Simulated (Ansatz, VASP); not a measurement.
## Ru: VASP beside Ansatz

```
Ru
1.0
    -1.53263    1.53263    1.53263
     1.53263   -1.53263    1.53263
     1.53263    1.53263   -1.53263
Ru
1
Direct
  0.00000 0.00000 0.00000
```

Alike in both runs: task single point; functional r2SCAN; k mesh 24 × 24 × 24; occupations fermi-dirac, width 0.05 eV; collinear spin.

|  | VASP | Ansatz |
| --- | --- | --- |
| version | VASP 6.6.1 | Ansatz 0.2.0 |
| potentials or method | VASP PAW PBE potentials, release 64 (Ru_pv), cutoff 520 eV | plane waves (500 eV) with PAW, scalar-relativistic |
| valence electrons in the cell | 14 | 16 |

VASP gave:

```
net moment per atom (μB)                                      : 0.00
size of the moment on the site where the two differ most (μB) : 0.00
```

Question: Which values does Ansatz return?

Answer: net moment per atom (μB): 1.34; size of the moment on the site where the two differ most (μB): 1.33.

The net moments are unlike, so the other rows may belong to different states. VASP's potentials were made for PBE, not for r2SCAN. Site moments also hang on the region over which each program counts them. VASP's potentials hold 14 valence electrons a cell and Ansatz's 16, so a difference there can come from the potentials and not from the codes. Ansatz's warnings: stability check not made.
